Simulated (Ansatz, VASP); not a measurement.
# CdTe: VASP beside Ansatz

Contents of POSCAR:

```
CdTe
1.0
    0.0000000000      3.3783537697      3.3783537697
    3.3783537697      0.0000000000      3.3783537697
    3.3783537697      3.3783537697      0.0000000000
Cd Te
1 1
Direct
    0.0000000000      0.0000000000      0.0000000000
    0.2500000000      0.2500000000      0.2500000000
```

File INCAR.step1:

```
ALGO = Normal
EDIFF = 1E-4
ENCUT = 520
GGA = PE
GGA_COMPAT = False
ISMEAR = -1
LASPH = True
LCHARG = False
LREAL = False
LSORBIT = True
LWAVE = True
MAGMOM = 0 0 0 0 0 0
NBANDS = 30
NELM = 150
PREC = Accurate
SIGMA = 0.02
```

The input INCAR.step2:

```
ALGO = Normal
EDIFF = 1E-6
ENCUT = 520
GGA_COMPAT = False
ISIF = 2
ISMEAR = -1
ISTART = 1
LASPH = True
LCHARG = False
LMIXTAU = True
LORBIT = 11
LORBMOM = True
LREAL = False
LSORBIT = True
LWAVE = False
MAGMOM = 0 0 0 0 0 0
METAGGA = R2SCAN
NBANDS = 30
NELM = 150
PREC = Accurate
SIGMA = 0.02
```

KPOINTS

```
k-points
0
Gamma
  6 6 6
```

Input for Ansatz:

```yaml
crystal:
  lattice:
    - [0.0, 3.3783537697, 3.3783537697]
    - [3.3783537697, 0.0, 3.3783537697]
    - [3.3783537697, 3.3783537697, 0.0]
  atoms:
    - { symbol: Cd, position: [0.0, 0.0, 0.0] }
    - { symbol: Te, position: [0.25, 0.25, 0.25] }
kpoints:
  mp_grid: { grid: [6, 6, 6] }
  band_path:
    path:
      - [0.0, 0.0, 0.0]
      - [-0.5, -0.5, 0.0]
      - [-0.375, -0.375, 0.25]
      - [-0.375, 0.0, 0.375]
      - [0.0, 0.0, 0.5]
      - [-0.5, -0.25, 0.25]
    npoints: 1
hamiltonian:
  xc: r2scan
scf:
  occupations: { method: fermi_dirac, width: 0.02 }
  n_extra_bands: 8
magnetization:
  noncollinear: true
  spin_orbit: true
output:
  forces: true
  stress: true
  eigenvalues: true
```

Change from the starting cell: hydrostatic strain +3.0%.

Alike in both runs: task single point; functional r2SCAN; k mesh 6 × 6 × 6; occupations fermi-dirac, width 0.02 eV; non-collinear spin, spin-orbit coupling.

|  | VASP | Ansatz |
| --- | --- | --- |
| version | VASP 6.6.1 | Ansatz 0.2.0 |
| potentials or method | VASP PAW PBE potentials, release 64 (Cd, Te) | plane waves, PAW |
| plane-wave cutoff (eV) | 520 | 500 |
| valence electrons in the cell | 18 | 36 |

```tsv
	VASP	Ansatz	Ansatz less VASP
pressure (GPa)	-2.8	-2.9	-0.10
net moment per atom (μB)	0.00	0.00	0.000
```

VASP's potentials were made for PBE, not for r2SCAN. With one functional, cell and mesh, what is left measures potentials, basis and numerics. VASP's potentials hold 18 valence electrons a cell and Ansatz's 36, so a difference there can come from the potentials and not from the codes.
